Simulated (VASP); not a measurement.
A run of VASP 6.6.1 is set up as follows.

The input INCAR:

```
  ALGO = Normal
  EDIFF = 1E-6
  ENCUT = 700
  GGA = PE
  GGA_COMPAT = F
  ISIF = 2
  ISMEAR = 0
  IVDW = 12
  LASPH = T
  LCHARG = F
  LREAL = F
  LWAVE = F
  NBANDS = 38
  NELM = 120
  PREC = Accurate
  SIGMA = 0.1
```

Contents of KPOINTS:

```
k-points
0
Gamma
  4 4 6
```

The input POSCAR:

```
IrO2
1.0
    4.5051000000      0.0000000000      0.0000000000
    0.0000000000      4.5051000000      0.0000000000
    0.0000000000      0.0000000000      3.1586000000
Ir O
2 4
Direct
    0.0000000000      0.0000000000      0.0000000000
    0.5000000000      0.5000000000      0.5000000000
    0.3077000000      0.3077000000      0.0000000000
    0.1923000000      0.8077000000      0.5000000000
    0.6923000000      0.6923000000      0.0000000000
    0.8077000000      0.1923000000      0.5000000000
```

Potentials or basis: VASP PAW PBE potentials, release 64 (Ir_sv_GW, O).

Command:

```sh
$ cat potpaw_PBE.64/Ir_sv_GW/POTCAR potpaw_PBE.64/O/POTCAR > POTCAR
$ mpirun -np 1 vasp_std > vasp.out
```

(1) Estimate the largest force.

(2) What does it give for the pressure?

## Answers

(1) 0.101 eV/Å.

(2) 0.8 GPa.
